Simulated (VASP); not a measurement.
# MgRh (Pm-3m) in VASP: further runs

Runs on MgRh. Level: LDA. Tasks: single point.

All numbers are computed with VASP 6.6.1; they aren't measurements. Logs are shortened: lines on timing, memory, paths and dates and some standing lists are left out, and cuts for length are marked.

## (1) The cell of the first run

It takes space group Pm-3m (No. 221, cubic). Conventional cell: a = 3.099 Å, b = 3.099 Å, c = 3.099 Å, α = 90.00°, β = 90.00°, γ = 90.00°. Within 3.5 Å of Mg (site symmetry m-3m) lie 8 Rh at 2.68 Å and 6 Mg at 3.10 Å. Within 3.5 Å of Rh (site symmetry m-3m) lie 8 Mg at 2.68 Å and 6 Rh at 3.10 Å.

## (2) Single point, LDA

File INCAR:

```
SYSTEM = MgRh
PREC = Accurate
ENCUT = 520
EDIFF = 1E-7
ISMEAR = -1
SIGMA = 0.05
LREAL = .False.
LASPH = .True.
NELM = 80
ALGO = Normal
ISIF = 2
LWAVE = .False.
LCHARG = .True.
LELF = .True.
LVHAR = .True.
NBANDS = 16
```

File KPOINTS:

```
Automatic mesh
0
Gamma
  10 10 10
  0 0 0
```

File POSCAR:

```
MgRh
1.0
    3.0992000000      0.0000000000      0.0000000000
    0.0000000000      3.0992000000      0.0000000000
    0.0000000000      0.0000000000      3.0992000000
Mg Rh
1 1
Direct
    0.0000000000      0.0000000000      0.0000000000
    0.5000000000      0.5000000000      0.5000000000
```

Potentials or basis: VASP PAW LDA potentials, release 64 (Mg, Rh_pv).

Command:

```bash
> cat potpaw_LDA.64/Mg/POTCAR potpaw_LDA.64/Rh_pv/POTCAR > POTCAR
> mpirun -np 1 vasp_std > vasp.out
```

OUTCAR:

```text
SYSTEM = MgRh
   PREC = Accurate
   ENCUT = 520
   EDIFF = 1E-7
   ISMEAR = -1
   LREAL = .False.
   LASPH = .True.
   NELM = 80
   ISIF = 2

 ion  position               nearest neighbor table
   1  0.000  0.000  0.000-   2 2.68   2 2.68   2 2.68   2 2.68   2 2.68   2 2.68   2 2.68   2 2.68

   2  0.500  0.500  0.500-   1 2.68   1 2.68   1 2.68   1 2.68   1 2.68   1 2.68   1 2.68   1 2.68

  LATTYP: Found a simple cubic cell.
 ALAT       =     3.0992000000

  Lattice vectors:

 A1 = (   3.0992000000,   0.0000000000,   0.0000000000)
 A2 = (   0.0000000000,   3.0992000000,   0.0000000000)
 A3 = (   0.0000000000,   0.0000000000,   3.0992000000)

Analysis of symmetry for initial positions (statically):
=====================================================================
 Subroutine PRICEL returns:
 Original cell was already a primitive cell.

 Routine SETGRP: Setting up the symmetry group for a
 simple cubic supercell.

 Subroutine GETGRP returns: Found 48 space group operations
 (whereof 48 operations were pure point group operations)
 out of a pool of 48 trial point group operations.

The static configuration has the point symmetry O_h .

Analysis of symmetry for dynamics (positions and initial velocities):
=====================================================================
 Subroutine PRICEL returns:
 Original cell was already a primitive cell.

 Routine SETGRP: Setting up the symmetry group for a
 simple cubic supercell.

 Subroutine GETGRP returns: Found 48 space group operations
 (whereof 48 operations were pure point group operations)
 out of a pool of 48 trial point group operations.

The dynamic configuration has the point symmetry O_h .

 Subroutine INISYM returns: Found 48 space group operations
 (whereof 48 operations are pure point group operations),
 and found     1 'primitive' translations

----------------------------------------------------------------------------------------

                                     Primitive cell

  volume of cell :      29.7679

  direct lattice vectors                    reciprocal lattice vectors
     3.099200000  0.000000000  0.000000000     0.322663913  0.000000000  0.000000000
     0.000000000  3.099200000  0.000000000     0.000000000  0.322663913  0.000000000
     0.000000000  0.000000000  3.099200000     0.000000000  0.000000000  0.322663913

  length of vectors
     3.099200000  3.099200000  3.099200000     0.322663913  0.322663913  0.322663913

  position of ions in fractional coordinates (direct lattice)
[... 74 lines left out ...]
   LNONCOLLINEAR =      F non collinear calculations
   LSORBIT =      F    spin-orbit coupling
   LASPH  =      T    aspherical Exc in radial PAW
   ENCUT  =  520.0 eV  38.22 Ry    6.18 a.u.   5.76  5.76  5.76*2*pi/ulx,y,z
   NELM   =     80;   NELMIN=  2; NELMDL= -5     # of ELM steps
   EDIFF  = 0.1E-06   stopping-criterion for ELM
   LREAL  =      F    real-space projection
   EDIFFG = 0.1E-05   stopping-criterion for IOM
   NSW    =      0    number of steps for IOM
   IBRION =     -1    ionic relax: 0-MD 1-quasi-New 2-CG
   NFREE  =      0    steps in history (QN), initial steepest desc. (CG)
   ISIF   =      2    stress and relaxation
   ISYM   =      2    0-nonsym 1-usesym 2-fastsym
   POTIM  = 0.5000    time-step for ionic-motion
   TEBEG  =    0.0;   TEEND  =   0.0 temperature during run
   PSTRESS=    0.0 pullay stress
   NELECT =      17.0000    total number of electrons
   NUPDOWN=      -1.0000    fix difference up-down
   EMIN   =  10.00;   EMAX   =-10.00  energy-range for DOS
   EFERMI =   0.00;   METHOD = LEGACY
   ISMEAR =    -1;   SIGMA  =   0.05  broadening in eV -4-tet -1-fermi 0-gaus
   EFERMI_NEDOS =   21; number of points for ismear=-14 and -15
   IALGO  =     38    algorithm
   IMIX   =      4    mixing-type and parameters
     AMIX     =   0.40;   BMIX     =  1.00
     AMIX_MAG =   1.60;   BMIX_MAG =  1.00
  volume/ion in A,a.u.               =      14.88       100.44
  Fermi-wavevector in a.u.,A,eV,Ry     =   1.358235  2.566692 25.100054  1.844802
  Thomas-Fermi vector in A             =   2.485085
   LORBIT       =      0    0 simple, 1 ext, 2 COOP (PROOUT), +10 PAW based schemes
   GGA     = CA    functional components
   LHFCALC =     F    Hartree Fock is set to
   AEXX    =    0.0000 exact exchange contribution
   IVDW    =     0    specifies the selected vdW correction
   LEPSILON=     F    determine dielectric tensor
   LRPA    =     F    only Hartree local field effects (RPA)
 non-spin polarized calculation
  energy-cutoff  :      520.00
  volume of cell :       29.77
 maximum number of plane-waves:       840
 NGX is ok and might be reduce to    24
   NGX = 11   NGY = 11   NGZ = 11

 number of electron      17.0000011 magnetization

 Free energy of the ion-electron system (eV)
  ---------------------------------------------------
  ext. energy  EPLUGINS =         0.00000000
  ---------------------------------------------------
  free energy    TOTEN  =       -11.47578228 eV

  energy without entropy =      -11.46439323  energy(sigma->0) =      -11.47008775

 E-fermi :   6.5106     XC(G=0): -11.9863

 val. band max:        6.4620479648   @ k =   0.5000   0.2000   0.1000
 cond. band min:       6.5266969496   @ k =   0.4000   0.4000   0.3000
 fundamental gap:      0.0646489848
 Fermi energy:         6.5106038314

 k-point     1 :       0.0000    0.0000    0.0000
  band No.  band energies     occupation
      1     -38.4597      2.00000
      2     -38.4597      2.00000
      3     -38.4597      2.00000
      4      -0.4939      2.00000
      5       3.5832      2.00000
      6       3.5832      2.00000
[... 433 lines left out ...]
      3     -38.4629      2.00000
      4       1.2823      2.00000
      5       4.0431      2.00000
      6       4.1513      2.00000
[... 8 lines left out ...]
     15      22.2066      0.00000
     16      23.2965      0.00000

 [... further k-points ...]
[... 5 lines left out ...]
  --------------------------------------------------------------------------------------
  -------------------------------------------------------------------------------------
  Total       -1.2261240     -1.2261240     -1.2261240     -0.0000000      0.0000000     -0.0000000
  in kB      -65.9927385    -65.9927385    -65.9927385     -0.0000000      0.0000000     -0.0000000
  external PRESSURE =     -65.9927385 kB  Pullay stress =       0.0000000 kB

 VOLUME and BASIS-vectors are now :
 -----------------------------------------------------------------------------
  energy-cutoff  :      520.00
  volume of cell :       29.77
      direct lattice vectors                 reciprocal lattice vectors
     3.099200000  0.000000000  0.000000000     0.322663913  0.000000000  0.000000000
     0.000000000  3.099200000  0.000000000     0.000000000  0.322663913  0.000000000
     0.000000000  0.000000000  3.099200000     0.000000000  0.000000000  0.322663913

 POSITION                                       TOTAL-FORCE (eV/Angst)
 -----------------------------------------------------------------------------------
      0.00000      0.00000      0.00000         0.000000      0.000000      0.000000
      1.54960      1.54960      1.54960         0.000000      0.000000      0.000000
 -----------------------------------------------------------------------------------
    total drift:                                0.000000     -0.000000     -0.000000

  FREE ENERGIE OF THE ION-ELECTRON SYSTEM (eV)
  ---------------------------------------------------
  free  energy   TOTEN  =       -11.4757822807 eV

  energy  without entropy=      -11.4643932261  energy(sigma->0) =      -11.47008775
```

OSZICAR:

```text
N       E                     dE             d eps       ncg     rms          rms(c)
DAV:   1     0.123327438628E+03    0.12333E+03   -0.99835E+03  1888   0.102E+03
DAV:   2    -0.978419158223E+01   -0.13311E+03   -0.12634E+03  2024   0.298E+02
DAV:   3    -0.117601429698E+02   -0.19760E+01   -0.19722E+01  2152   0.392E+01
DAV:   4    -0.117714633541E+02   -0.11320E-01   -0.11320E-01  2136   0.306E+00
DAV:   5    -0.117716337599E+02   -0.17041E-03   -0.17041E-03  2224   0.377E-01    0.566E+00
DAV:   6    -0.115725892780E+02    0.19904E+00   -0.10114E+00  1856   0.115E+01    0.184E+00
DAV:   7    -0.114914124747E+02    0.81177E-01   -0.14865E-01  1888   0.454E+00    0.125E+00
DAV:   8    -0.114759463134E+02    0.15466E-01   -0.96932E-03  2088   0.811E-01    0.643E-02
DAV:   9    -0.114758093024E+02    0.13701E-03   -0.19615E-04  2288   0.951E-02    0.484E-02
DAV:  10    -0.114757823272E+02    0.26975E-04   -0.84032E-06  2096   0.296E-02    0.179E-03
DAV:  11    -0.114757822807E+02    0.46449E-07   -0.18489E-07  2104   0.362E-03
   1 F= -.11475782E+02 E0= -.11470088E+02  d E =-.113891E-01
```

stdout:

```text
POSCAR found type information on POSCAR MgRh
 POSCAR found :  2 types and       2 ions
 scaLAPACK will be used
 LDA part: xc-table for (Slater(with rela. corr.)+CA(PZ))
 , standard interpolation
 POSCAR, INCAR and KPOINTS ok, starting setup
 FFT: planning ... GRIDC
 FFT: planning ... GRID_SOFT
 FFT: planning ... GRID
 WAVECAR not read
 entering main loop
```

It took 27 s on 1 thread of AMD EPYC 7R43 (Zen 3), shared host; peak memory 0.11 GiB.

What came out:

```yaml
Free_energy: -11.4758 eV
Pressure: -6.6 GPa
```

Levels at points of the mesh, in eV from the Fermi level:
| k point | band 5 | band 6 | band 7 | band 8 | band 9 | band 10 | band 11 | band 12 | band 13 | band 14 |
| --- | --- | --- | --- | --- | --- | --- | --- | --- | --- | --- |
| (0.00, 0.00, 0.00) | -2.93 | -2.93 | -0.20 | -0.20 | -0.20 | 8.25 | 8.25 | 8.25 | 11.50 | 11.50 |
| (0.50, 0.00, 0.00) | -2.59 | -2.43 | -1.24 | -1.24 | -0.05 | 1.67 | 9.28 | 11.68 | 11.68 | 15.01 |
| (0.50, 0.50, 0.00) | -2.56 | -1.08 | -1.08 | 0.65 | 0.70 | 0.70 | 4.51 | 7.34 | 14.33 | 15.20 |
| (0.50, 0.50, 0.50) | -3.11 | -3.11 | 0.71 | 0.71 | 4.56 | 4.56 | 4.56 | 7.35 | 9.17 | 9.17 |

## (3) Single point, LDA

File INCAR:

```
PREC = Accurate ; ENCUT = 520
EDIFF = 1E-6 ; ISMEAR = -1
SIGMA = 0.05 ; LREAL = False
LASPH = True ; NELM = 100
ALGO = Normal ; ISIF = 2
LWAVE = False ; LCHARG = False
GGA = CA ; NBANDS = 16
```

File KPOINTS:

```
Automatic mesh
0
Gamma
  10 10 10
```

POSCAR is that of step 2.

Potentials or basis: VASP PAW LDA potentials, release 64 (Mg, Rh_pv).

Command:

```bash
> cat potpaw_LDA.64/Mg/POTCAR potpaw_LDA.64/Rh_pv/POTCAR > POTCAR
> mpirun -np 1 vasp_std > vasp.out
```

It took 24 s on 1 thread of AMD EPYC 7R43 (Zen 3), shared host; peak memory 0.11 GiB.

It converged, with:

```yaml
Free_energy: -11.4758 eV
Pressure: -6.6 GPa
```

Levels at points of the mesh, in eV from the Fermi level:
| k point | band 7 | band 8 | band 9 | band 10 | band 11 | band 12 |
| --- | --- | --- | --- | --- | --- | --- |
| (0.00, 0.00, 0.00) | -0.20 | -0.20 | -0.20 | 8.25 | 8.25 | 8.25 |
| (0.50, 0.00, 0.00) | -1.24 | -1.24 | -0.05 | 1.67 | 9.28 | 11.68 |
| (0.50, 0.50, 0.00) | -1.08 | 0.65 | 0.70 | 0.70 | 4.51 | 7.34 |
| (0.50, 0.50, 0.50) | 0.71 | 0.71 | 4.56 | 4.56 | 4.56 | 7.35 |
